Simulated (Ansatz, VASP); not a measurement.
# Ce in VASP and in Ansatz

Contents of POSCAR:

```
Ce
1.0
    0.0000000000      2.3390384114      2.3390384114
    2.3390384114      0.0000000000      2.3390384114
    2.3390384114      2.3390384114      0.0000000000
Ce
1
Direct
    0.0000000000      0.0000000000      0.0000000000
```

The input INCAR.step1:

```
SYSTEM = Ce
ALGO = Normal ; EDIFF = 1E-4
ENCUT = 520 ; GGA = PE
ISMEAR = -1 ; LASPH = .True.
LCHARG = .False. ; LREAL = .False.
LWAVE = .True. ; NBANDS = 12
NELM = 100 ; PREC = Accurate
SIGMA = 0.3
```

Contents of INCAR.step2:

```
SYSTEM = Ce
ALGO = Normal ; EDIFF = 1E-7
ENCUT = 520 ; ISIF = 2
ISMEAR = -1 ; ISTART = 1
LASPH = .True. ; LCHARG = .True.
LELF = .True. ; LMIXTAU = .True.
LREAL = .False. ; LVHAR = .True.
LWAVE = .False. ; METAGGA = R2SCAN
NBANDS = 12 ; NELM = 100
PREC = Accurate ; SIGMA = 0.3
```

Contents of KPOINTS:

```
k-points
0
Gamma
  12 12 12
  0 0 0
```

Input for Ansatz:

```yaml
crystal:
  lattice:
    - [0.0, 2.3390384114, 2.3390384114]
    - [2.3390384114, 0.0, 2.3390384114]
    - [2.3390384114, 2.3390384114, 0.0]
  atoms:
    - { symbol: Ce, position: [0.0, 0.0, 0.0] }
hamiltonian:
  xc: r2scan
  pseudopotentials:
    kind: paw
    azcp:
      Ce: "pseudopotentials/Ce.paw.azcp"
basis:
  ecutwfc: 500
  fft_grid_basis: typed
kpoints:
  mp_grid: { grid: [12, 12, 12], shift: [0, 0, 0] }
magnetization:
  spin_polarized: false
scf:
  occupations: { method: fermi_dirac, width: 0.3 }
  lower_state_search: "off"
output:
  stress: true
```

Alike in both runs: task single point; functional r2SCAN; k mesh 12 × 12 × 12; occupations fermi-dirac, width 0.3 eV; no spin polarisation.

|  | VASP | Ansatz |
| --- | --- | --- |
| version | VASP 6.6.1 | Ansatz 0.2.0 |
| potentials or method | VASP PAW PBE potentials, release 64 (Ce), cutoff 520 eV | plane waves (500 eV) with PAW, scalar-relativistic |
| valence electrons in the cell | 12 | 12 |

Ansatz gave:

- pressure (GPa): 3.7

**Question.** Which values does VASP return?

**Answer.** Pressure (GPa): 3.3.

VASP's potentials were made for PBE, not for r2SCAN. The functional is the same, so the differences come from potentials, cutoffs and numerics.

Neither program's run includes spin-orbit coupling.
